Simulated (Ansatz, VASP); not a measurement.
## One calculation of BaAl2B4, two programs

```
Ba Al B
1.0
     2.25982   -7.37745    0.00000
     2.25982    7.37745    0.00000
     0.00000    0.00000    3.13657
Ba Al B
1 2 4
Direct
  0.00000 0.00000 0.00000
  0.67127 0.32873 0.50000
  0.32873 0.67127 0.50000
  0.82643 0.17357 0.50000
  0.17357 0.82643 0.50000
  0.79166 0.20834 0.00000
  0.20834 0.79166 0.00000
```

Change from the starting cell: species swapped into the PrRe4Si2 type (Cmmm, No. 65).

Alike in both runs: functional PBE; k mesh 4 × 4 × 6; occupations gaussian, width 0.1 eV; no spin polarisation.

Ansatz relaxed the structure, and its values are those at the end. VASP's run is a single point on that final structure, the one shown.

```csv
,VASP,Ansatz
version,VASP 6.6.1,Ansatz 0.2.0
potentials or method,"VASP PAW PBE potentials, release 64 (Ba_sv, Al, B), cutoff 520 eV","scalar-relativistic, plane waves, PAW"
valence electrons in the cell,28,28
```

|  | VASP | Ansatz | Ansatz less VASP |
| --- | --- | --- | --- |
| gap on the k mesh at the Fermi level (eV) | none | none | - |
| pressure (GPa) | 0.8 | 0.0 | -0.78 |
| rms of the force components (eV/Å) | 0.027 | 0.008 | -0.0191 |

A gap of «none» marks a metal or a gap that the smearing closes. The functional is the same, so the differences come from potentials, cutoffs and numerics.

The k mesh is coarse, so the values compare programs but aren't converged. Spin-orbit coupling is off throughout.
